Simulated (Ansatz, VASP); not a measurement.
One calculation of MgO, two programs

```xyz
2
Lattice="0.0000 2.0816 2.0816 2.0816 0.0000 2.0816 2.0816 2.0816 0.0000" Properties=species:S:1:pos:R:3 pbc="T T T"
Mg    0.0000    0.0000    0.0000
O     2.0816    2.0816    2.0816
```

Alike in both runs: task relaxation of cell and atoms; functional LDA; k mesh 10 × 10 × 10; occupations gaussian, width 0.02 eV; no spin polarisation.

|  | VASP | Ansatz |
| --- | --- | --- |
| version | VASP 6.6.1 | Ansatz 0.2.0 |
| potentials or method | VASP PAW LDA potentials, release 64 (Mg_sv, O), cutoff 840 eV | scalar-relativistic, plane waves, PAW |
| valence electrons in the cell | 16 | 16 |

|  | VASP | Ansatz | Ansatz less VASP |
| --- | --- | --- | --- |
| gap on the k mesh at the Fermi level, each at its own relaxed structure (eV) | 5.01 | 5.03 | +0.022 |
| relaxed volume (Å³/atom) | 9.03 | 9.00 | -0.025 |
| relaxed length of the cell vector where the two differ most in proportion (Å) | 2.945 | 2.942 | -0.0027 |

Ansatz warns that its potentials were made for another functional, while VASP's fit it. LDA's correlation is that of Perdew and Zunger in VASP and of Perdew and Wang (1992) in Ansatz.
